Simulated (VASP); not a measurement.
# Cu (Im-3m) in VASP: single point with PBEsol

Aim: the single point of Cu with PBEsol.

All numbers are computed with VASP 6.6.1; they aren't measurements. Logs are shortened: lines on timing, memory, paths and dates and some standing lists are left out, and cuts for length are marked.

## Step 1: The cell of the first run

The structure is cubic, space group Im-3m (No. 229). Conventional cell: a = 2.833 Å, b = 2.833 Å, c = 2.833 Å, α = 90.00°, β = 90.00°, γ = 90.00°. Cu (site symmetry m-3m) has 14 Cu at 2.45 to 2.83 Å within 3.2 Å.

## Step 2: Single point, PBEsol

The input, INCAR:

```
SYSTEM = Cu
PREC     = Accurate       ! precision mode
ENCUT    = 520            ! plane-wave cutoff, eV
EDIFF    = 1E-6           ! SCF threshold, eV
ISMEAR   = -1             ! smearing method
SIGMA    = 0.13605693000000002 ! smearing width, eV
LREAL    = .FALSE.        ! projectors in reciprocal space
LASPH    = .TRUE.         ! aspherical terms in the spheres
NELM     = 60             ! most SCF steps
ALGO     = Normal         ! electronic algorithm
ISIF     = 2              ! what is computed and relaxed
LWAVE    = .FALSE.        ! write WAVECAR
LCHARG   = .FALSE.        ! write CHGCAR
GGA      = PS             ! functional
NBANDS   = 12             ! bands
```

The input, KPOINTS:

```
regular mesh
0
G
  16 16 16
  0 0 0
```

The input, POSCAR:

```
Cu
1.0
   -1.4166797384      1.4166797384      1.4166797384
    1.4166797384     -1.4166797384      1.4166797384
    1.4166797384      1.4166797384     -1.4166797384
Cu
1
Direct
    0.0000000000      0.0000000000      0.0000000000
```

Potentials or basis: VASP PAW PBE potentials, release 64 (Cu).

The run is started by

```bash
$ cat potpaw_PBE.64/Cu/POTCAR > POTCAR
$ mpirun -np 1 vasp_std > vasp.out
```

OUTCAR:

```text
SYSTEM = Cu
   PREC = Accurate
   ENCUT = 520
   EDIFF = 1E-6
   ISMEAR = -1
   LREAL = .FALSE.
   LASPH = .TRUE.
   NELM = 60
   ISIF = 2
   GGA = PS

 ion  position               nearest neighbor table
   1  0.000  0.000  0.000-

  LATTYP: Found a body centered cubic cell.
 ALAT       =     2.8333594768

  Lattice vectors:

 A1 = (  -1.4166797384,   1.4166797384,   1.4166797384)
 A2 = (   1.4166797384,  -1.4166797384,   1.4166797384)
 A3 = (   1.4166797384,   1.4166797384,  -1.4166797384)

Analysis of symmetry for initial positions (statically):
=====================================================================
 Subroutine PRICEL returns:
 Original cell was already a primitive cell.

 Routine SETGRP: Setting up the symmetry group for a
 body centered cubic supercell.

 Subroutine GETGRP returns: Found 48 space group operations
[... 9 lines left out ...]

 Routine SETGRP: Setting up the symmetry group for a
 body centered cubic supercell.

 Subroutine GETGRP returns: Found 48 space group operations
[... 11 lines left out ...]
                                     Primitive cell

  volume of cell :      11.3730

  direct lattice vectors                    reciprocal lattice vectors
    -1.416679738  1.416679738  1.416679738     0.000000000  0.352937920  0.352937920
     1.416679738 -1.416679738  1.416679738     0.352937920  0.000000000  0.352937920
     1.416679738  1.416679738 -1.416679738     0.352937920  0.352937920  0.000000000

  length of vectors
     2.453761285  2.453761285  2.453761285     0.499129593  0.499129593  0.499129593

  position of ions in fractional coordinates (direct lattice)
     0.000000000  0.000000000  0.000000000

  ion indices of the primitive-cell ions
   primitive index   ion index
                 1           1

----------------------------------------------------------------------------------------

 KPOINTS: regular mesh

Automatic generation of k-mesh.
 Grid dimensions read from file:
 generate k-points for:   16   16   16

 Generating k-lattice:

  Cartesian coordinates                     Fractional coordinates (reciprocal lattice)
     0.000000000  0.022058620  0.022058620     0.062500000  0.000000000  0.000000000
     0.022058620  0.000000000  0.022058620     0.000000000  0.062500000  0.000000000
     0.022058620  0.022058620  0.000000000     0.000000000  0.000000000  0.062500000

  Length of vectors
     0.031195600  0.031195600  0.031195600

  Shift w.r.t. Gamma in fractional coordinates (k-lattice)
     0.000000000  0.000000000  0.000000000

 Subroutine IBZKPT returns following result:
 ===========================================

 Found    145 irreducible k-points:

 Following reciprocal coordinates:
            Coordinates               Weight
  0.000000  0.000000  0.000000      1.000000
  0.062500  0.000000  0.000000     12.000000
  0.125000  0.000000  0.000000     12.000000
  0.187500  0.000000  0.000000     12.000000
  0.250000  0.000000  0.000000     12.000000
  0.312500  0.000000  0.000000     12.000000
[... 16 lines left out ...]
  0.187500  0.187500  0.000000     24.000000
  0.250000  0.187500 -0.000000     48.000000
 [... further k-points ...]
   k-points           NKPTS =    145   k-points in BZ     NKDIM =    145   number of bands    NBANDS=     12
   number of dos      NEDOS =    301   number of ions     NIONS =      1
   total plane-waves  NPLWV =   5832
   dimension x,y,z NGX =    18 NGY =   18 NGZ =   18
   dimension x,y,z NGXF=    36 NGYF=   36 NGZF=   36
   ions per type =               1
   NGX,Y,Z   is equivalent  to a cutoff of  12.20, 12.20, 12.20 a.u.
   NGXF,Y,Z  is equivalent  to a cutoff of  24.39, 24.39, 24.39 a.u.
 SYSTEM =  Cu
   PREC   = accura    normal or accurate (medium, high low for compatibility)
   ISTART =      0    job   : 0-new  1-cont  2-samecut
   ICHARG =      2    charge: 1-file 2-atom 10-const
   ISPIN  =      1    spin polarized calculation?
   LNONCOLLINEAR =      F non collinear calculations
   LSORBIT =      F    spin-orbit coupling
   LASPH  =      T    aspherical Exc in radial PAW
   ENCUT  =  520.0 eV  38.22 Ry    6.18 a.u.   4.56  4.56  4.56*2*pi/ulx,y,z
   NELM   =     60;   NELMIN=  2; NELMDL= -5     # of ELM steps
   EDIFF  = 0.1E-05   stopping-criterion for ELM
   LREAL  =      F    real-space projection
   EDIFFG = 0.1E-04   stopping-criterion for IOM
   NSW    =      0    number of steps for IOM
   IBRION =     -1    ionic relax: 0-MD 1-quasi-New 2-CG
   NFREE  =      0    steps in history (QN), initial steepest desc. (CG)
   ISIF   =      2    stress and relaxation
   ISYM   =      2    0-nonsym 1-usesym 2-fastsym
   POTIM  = 0.5000    time-step for ionic-motion
   TEBEG  =    0.0;   TEEND  =   0.0 temperature during run
   PSTRESS=    0.0 pullay stress
   NELECT =      11.0000    total number of electrons
   NUPDOWN=      -1.0000    fix difference up-down
   EMIN   =  10.00;   EMAX   =-10.00  energy-range for DOS
   EFERMI =   0.00;   METHOD = LEGACY
   ISMEAR =    -1;   SIGMA  =   0.14  broadening in eV -4-tet -1-fermi 0-gaus
   EFERMI_NEDOS =   21; number of points for ismear=-14 and -15
   IALGO  =     38    algorithm
   IMIX   =      4    mixing-type and parameters
     AMIX     =   0.40;   BMIX     =  1.00
     AMIX_MAG =   1.60;   BMIX_MAG =  1.00
  volume/ion in A,a.u.               =      11.37        76.75
  Fermi-wavevector in a.u.,A,eV,Ry     =   1.619002  3.059470 35.663148  2.621167
  Thomas-Fermi vector in A             =   2.713174
   LORBIT       =      0    0 simple, 1 ext, 2 COOP (PROOUT), +10 PAW based schemes
   GGA     = PS    functional components
   LHFCALC =     F    Hartree Fock is set to
   AEXX    =    0.0000 exact exchange contribution
   IVDW    =     0    specifies the selected vdW correction
   LEPSILON=     F    determine dielectric tensor
   LRPA    =     F    only Hartree local field effects (RPA)
 non-spin polarized calculation
  energy-cutoff  :      520.00
  volume of cell :       11.37
 maximum number of plane-waves:       321
   NGX =  9   NGY =  9   NGZ =  9

 number of electron      10.9999992 magnetization

 Free energy of the ion-electron system (eV)
  ---------------------------------------------------
  ext. energy  EPLUGINS =         0.00000000
  ---------------------------------------------------
  free energy    TOTEN  =        -4.27793700 eV

  energy without entropy =       -4.25604408  energy(sigma->0) =       -4.26699054

 E-fermi :   7.8800     XC(G=0): -13.1316

 val. band max:        7.8698695371   @ k =   0.3125   0.1250   0.0625
 cond. band min:       7.8857003302   @ k =   0.2500   0.1250   0.1250
 fundamental gap:      0.0158307931
 Fermi energy:         7.8800239845

 k-point     1 :       0.0000    0.0000    0.0000
  band No.  band energies     occupation
      1      -1.7993      2.00000
      2       4.6451      2.00000
      3       4.6451      2.00000
      4       4.6451      2.00000
      5       5.7252      2.00000
      6       5.7252      2.00000
      7      33.2875      0.00000
      8      33.2875      0.00000
      9      33.2875      0.00000
     10      37.1665      0.00000
     11      37.1665      0.00000
     12      37.1665      0.00000

 k-point     2 :       0.0625    0.0000    0.0000
  band No.  band energies     occupation
      1      -1.6445      2.00000
      2       4.6151      2.00000
      3       4.6436      2.00000
      4       4.7062      2.00000
      5       5.6957      2.00000
      6       5.7275      2.00000
      7      31.6611      0.00000
      8      32.8718      0.00000
      9      32.9239      0.00000
     10      35.3235      0.00000
     11      35.5681      0.00000
     12      35.8244      0.00000

 k-point     3 :       0.1250    0.0000    0.0000
  band No.  band energies     occupation
      1      -1.1873      2.00000
      2       4.5302      2.00000
      3       4.6311      2.00000
      4       4.8837      2.00000
      5       5.6273      2.00000
      6       5.7349      2.00000
      7      28.4681      0.00000
      8      31.5420      0.00000
      9      32.1752      0.00000
     10      33.1590      0.00000
     11      34.5028      0.00000
     12      35.7482      0.00000

 k-point     4 :       0.1875    0.0000    0.0000
  band No.  band energies     occupation
      1      -0.4530      2.00000
      2       4.4046      2.00000
      3       4.5958      2.00000
      4       5.1588      2.00000
      5       5.5690      2.00000
      6       5.7485      2.00000
      7      25.0558      0.00000
      8      29.9413      0.00000
      9      31.1655      0.00000
     10      31.4152      0.00000
     11      33.7755      0.00000
     12      36.5249      0.00000

 k-point     5 :       0.2500    0.0000    0.0000
  band No.  band energies     occupation
      1       0.4959      2.00000
      2       4.2588      2.00000
      3       4.5722      2.00000
      4       5.4998      2.00000
      5       5.5598      2.00000
      6       5.7685      2.00000
      7      21.7309      0.00000
      8      28.4804      0.00000
      9      29.4015      0.00000
     10      30.7730      0.00000
     11      33.2897      0.00000
     12      37.7766      0.00000
[... 228 lines left out ...]
      1       2.8177      2.00000
      2       3.9485      2.00000
      3       5.0939      2.00000
      4       5.6537      2.00000
      5       6.0110      2.00000
      6       7.9152      0.87158
      7      13.7134      0.00000
      8      21.8393      0.00000
      9      25.6983      0.00000
     10      31.7511      0.00000
     11      36.4153      0.00000
     12      39.4978      0.00000

 k-point    22 :       0.4375    0.1250   -0.0000
  band No.  band energies     occupation
      1       2.8676      2.00000
      2       3.9248      2.00000
      3       5.2361      2.00000
      4       5.6617      2.00000
      5       6.0781      2.00000
      6       8.6132      0.00909
      7      12.5438      0.00000
      8      21.6681      0.00000
      9      25.5110      0.00000
     10      31.6840      0.00000
     11      36.3910      0.00000
     12      40.0288      0.00000

 k-point    23 :       0.1875    0.1875    0.0000
  band No.  band energies     occupation
      1       1.8065      2.00000
      2       4.1838      2.00000
      3       4.2682      2.00000
      4       5.4993      2.00000
      5       5.8495      2.00000
      6       6.3319      1.99998
      7      20.7091      0.00000
      8      21.1750      0.00000
      9      27.1774      0.00000
     10      33.0319      0.00000
     11      35.7037      0.00000
     12      39.7965      0.00000

 k-point    24 :       0.2500    0.1875   -0.0000
  band No.  band energies     occupation
      1       2.6182      2.00000
      2       4.0546      2.00000
      3       4.3275      2.00000
      4       5.5512      2.00000
      5       5.8909      2.00000
      6       7.0682      1.99489
      7      17.9085      0.00000
      8      20.0476      0.00000
      9      26.2852      0.00000
     10      33.0521      0.00000
     11      36.3072      0.00000
     12      40.3239      0.00000

 [... further k-points ...]
[... 5 lines left out ...]
  --------------------------------------------------------------------------------------
  -------------------------------------------------------------------------------------
  Total        0.0414440      0.0414440      0.0414440     -0.0000000     -0.0000000      0.0000000
  in kB        5.8384448      5.8384448      5.8384448     -0.0000000     -0.0000000      0.0000000
  external PRESSURE =       5.8384448 kB  Pullay stress =       0.0000000 kB

 VOLUME and BASIS-vectors are now :
 -----------------------------------------------------------------------------
  energy-cutoff  :      520.00
  volume of cell :       11.37
      direct lattice vectors                 reciprocal lattice vectors
    -1.416679738  1.416679738  1.416679738     0.000000000  0.352937920  0.352937920
     1.416679738 -1.416679738  1.416679738     0.352937920  0.000000000  0.352937920
     1.416679738  1.416679738 -1.416679738     0.352937920  0.352937920  0.000000000

 POSITION                                       TOTAL-FORCE (eV/Angst)
 -----------------------------------------------------------------------------------
      0.00000      0.00000      0.00000         0.000000      0.000000      0.000000
 -----------------------------------------------------------------------------------
    total drift:                                0.000000     -0.000000      0.000000

  FREE ENERGIE OF THE ION-ELECTRON SYSTEM (eV)
  ---------------------------------------------------
  free  energy   TOTEN  =        -4.2779370035 eV

  energy  without entropy=       -4.2560440801  energy(sigma->0) =       -4.26699054
```

It took 23 s on 1 thread of AMD EPYC 7R43 (Zen 3), shared host; peak memory 0.09 GiB.

Results:

| Property | Result |
| --- | --- |
| Free energy | -4.2779 eV |
| Pressure | 0.6 GPa |

Levels at points of the mesh, in eV from the Fermi level:
```tsv
k point	band 2	band 3	band 4	band 5	band 6	band 7	band 8	band 9
(0.00, 0.00, 0.00)	-3.23	-3.23	-3.23	-2.15	-2.15	25.41	25.41	25.41
(0.50, 0.00, 0.00)	-3.99	-2.20	-2.04	-1.38	-0.73	4.53	17.78	17.96
(0.50, 0.50, 0.50)	-4.86	-1.56	-1.56	-1.56	8.31	8.31	8.31	13.87
```

Caveat: the PAW data sets were made with another functional, which shifts forces and pressure a little.
